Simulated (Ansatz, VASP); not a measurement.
Two plane-wave programs on BN

Contents of INCAR:

```
ALGO     = Normal         # electronic algorithm
EDIFF    = 1E-6           # SCF threshold, eV
ENCUT    = 520            # plane-wave cutoff, eV
GGA      = PS             # functional
ISIF     = 2              # what is computed and relaxed
ISMEAR   = -1             # smearing method
LASPH    = True           # aspherical terms in the spheres
LCHARG   = False          # write CHGCAR
LREAL    = False          # projectors in reciprocal space
LWAVE    = False          # write WAVECAR
NBANDS   = 11             # bands
NELM     = 80             # most SCF steps
PREC     = Accurate       # precision mode
SIGMA    = 0.01           # smearing width, eV
```

The input KPOINTS:

```
k-points
0
Gamma
  10 10 6
```

File POSCAR:

```
BN
1.0
    2.6045976199      0.0000000000      0.0000000000
   -1.2947079028      2.2600133264      0.0000000000
   -0.6549448585     -1.1300071824      3.1389042245
B N
1 1
Direct
    0.9796430000      0.9834990000      0.0018060000
    0.6685060000      0.3323850000      0.9849990000
```

Input for Ansatz:

```yaml
crystal:
  lattice:
    - [2.604597619940149, 0.0, 0.0]
    - [-1.2947079028425783, 2.260013326353106, 0.0]
    - [-0.6549448585487854, -1.1300071824259632, 3.138904224521807]
  atoms:
    - { symbol: B, position: [0.979643, 0.983499, 0.001806] }
    - { symbol: "N", position: [0.668506, 0.332385, 0.984999] }
basis:
  ecutwfc: 500.0
kpoints:
  mp_grid:
    grid: [10, 10, 6]
hamiltonian:
  xc: pbesol
  pseudopotentials:
    kind: paw
scf:
  occupations:
    method: fermi_dirac
    width: 0.01
output:
  stress: true
```

Alike in both runs: task single point; functional PBEsol; k mesh 10 × 10 × 6; occupations fermi-dirac, width 0.01 eV; no spin polarisation.

```csv
,VASP,Ansatz
version,VASP 6.6.1,Ansatz 0.2.0
potentials or method,"VASP PAW PBE potentials, release 64 (B, N), cutoff 520 eV","plane waves, PAW"
valence electrons in the cell,8,8
```

```tsv
	VASP	Ansatz	Ansatz less VASP
pressure (GPa)	-23.2	-23.3	-0.19
traceless stress, the component that is largest in VASP (GPa)	25.59	25.92	+0.329
```

VASP's potentials were made for PBE, not for PBEsol. With one functional, cell and mesh, what is left measures potentials, basis and numerics.
